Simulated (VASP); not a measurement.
Here is a VASP 6.6.1 calculation.

File INCAR:

```
PREC     = Accurate       # precision mode
ENCUT    = 520            # plane-wave cutoff, eV
EDIFF    = 1E-6           # SCF threshold, eV
ISMEAR   = -1             # smearing method
SIGMA    = 0.08           # smearing width, eV
LREAL    = False          # projectors in reciprocal space
LASPH    = True           # aspherical terms in the spheres
NELM     = 80             # most SCF steps
ALGO     = Normal         # electronic algorithm
ISIF     = 2              # what is computed and relaxed
LWAVE    = False          # write WAVECAR
LCHARG   = False          # write CHGCAR
GGA      = PS             # functional
NBANDS   = 19             # bands
```

File KPOINTS:

```
regular mesh
0
Gamma
  15 15 8
```

Contents of POSCAR:

```
Hg
1.0
    2.5575616594      0.0000000000      0.0000000000
   -1.2787808297      2.2149133688      0.0000000000
    0.0000000000      0.0000000000      4.1819282660
Hg
2
Direct
    0.3333333333      0.6666666667      0.2500000000
    0.6666666667      0.3333333333      0.7500000000
```

Potentials or basis: VASP PAW PBE potentials, release 64 (Hg).

The run is started by

```console
$ cat potpaw_PBE.64/Hg/POTCAR > POTCAR
$ mpirun -np 1 vasp_std > vasp.out
```

Task: Predict the pressure.

Result: 264.5 GPa.

Task: Estimate the band gap on the k mesh.

Result: Zero (band 12 reaches 13.85 eV, above the bottom of band 13 at 11.99 eV).

Caveat: the PAW data sets were made with another functional, which shifts forces and pressure a little; spin-orbit coupling is left out, which moves the levels of the heavy elements.
